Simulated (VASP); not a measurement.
ZrOs3, 4 atoms in the cell. The structure is cubic, space group Pm-3m (No. 221). Conventional cell: a = 3.915 Å, b = 3.915 Å, c = 3.915 Å, α = 90.00°, β = 90.00°, γ = 90.00°. Os (site symmetry 4/mmm) has 8 Os at 2.77 Å and 4 Zr at 2.77 Å within 3.6 Å. Zr (site symmetry m-3m) has 12 Os at 2.77 Å within 3.6 Å. 

| Quantity | Value |
| --- | --- |
| Program | VASP 6.6.1 |
| Task | single point |
| Functional | PBE |
| Potentials or basis | VASP PAW PBE potentials, release 64 (Os, Zr_sv) |
| Cutoff | 520 eV |
| k mesh | 7 × 7 × 7 |
| Occupations | fermi-dirac, width 0.05 eV |
| Spin | no spin polarisation |
| Dipole correction | no |
| Further INCAR settings | ALGO = Normal; EDIFF = 1e-07; NBANDS = 26 |

Potentials or basis: VASP PAW PBE potentials, release 64 (Os, Zr_sv).

The run is started by

```sh
$ cat potpaw_PBE.64/Os/POTCAR potpaw_PBE.64/Zr_sv/POTCAR > POTCAR
$ mpirun -np 1 vasp_std > vasp.out
```

Hardware: 1 thread of Intel(R) Xeon(R) Platinum 8488C (Sapphire Rapids), on a shared host.

**Question.** How long does it take, and how much memory?

**Answer.** It took 35 s on 1 thread of Intel(R) Xeon(R) Platinum 8488C (Sapphire Rapids) (shared host), peak memory 0.18 GiB. Counts: scf iterations 15, k points 20.
